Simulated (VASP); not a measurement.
Write the native input for VASP 6.6.1 that does the following.

```yaml
Task: single point
Functional: PBE
Potentials_or_basis: VASP PAW PBE potentials, release 64 (Pb_d)
Cutoff: 520 eV
k_mesh: 16 × 16 × 8
Occupations: gaussian, width 0.05 eV
Spin: no spin polarisation
Dipole_correction: no
Further_INCAR_settings: ALGO = Fast; EDIFF = 1e-07; NBANDS = 21
```

The structure of Pb lies in POSCAR:

```
Pb
1.0
    3.2753624351      0.0000000000      0.0000000000
   -1.6376812176      2.8365470754      0.0000000000
    0.0000000000      0.0000000000      5.4741176958
Pb
2
Direct
    0.3333333333      0.6666666667      0.2500000000
    0.6666666667      0.3333333333      0.7500000000
```

This isn't the form of Pb at room conditions, which is fcc.

The input as run:

INCAR

```
SYSTEM = Pb
ALGO     = Fast           ! electronic algorithm
EDIFF    = 1E-7           ! SCF threshold, eV
ENCUT    = 520            ! plane-wave cutoff, eV
GGA      = PE             ! functional
ISIF     = 2              ! what is computed and relaxed
ISMEAR   = 0              ! smearing method
LASPH    = .TRUE.         ! aspherical terms in the spheres
LCHARG   = .TRUE.         ! write CHGCAR
LELF     = .TRUE.         ! ELF
LREAL    = .FALSE.        ! projectors in reciprocal space
LVHAR    = .TRUE.       
LWAVE    = .FALSE.        ! write WAVECAR
NBANDS   = 21             ! bands
NELM     = 100            ! most SCF steps
PREC     = Accurate       ! precision mode
SIGMA    = 0.05           ! smearing width, eV
```

KPOINTS

```
k-points
0
G
  16 16 8
  0 0 0
```

Potentials or basis: VASP PAW PBE potentials, release 64 (Pb_d).

Launch:

```sh
$ cat potpaw_PBE.64/Pb_d/POTCAR > POTCAR
$ mpirun -np 1 vasp_std > vasp.out
```

Results of the run:

```
Pressure               : 15.3 GPa
Band gap on the k mesh : zero (bands 14 and 15 overlap by 9.13 eV)
```

Caveat: the cell stands under pressure; spin-orbit coupling is left out, which moves the levels of the heavy elements.

Wall time 68 s on 1 thread of Intel(R) Xeon(R) 6975P-C (Granite Rapids), on a shared host, peak memory 0.24 GiB.
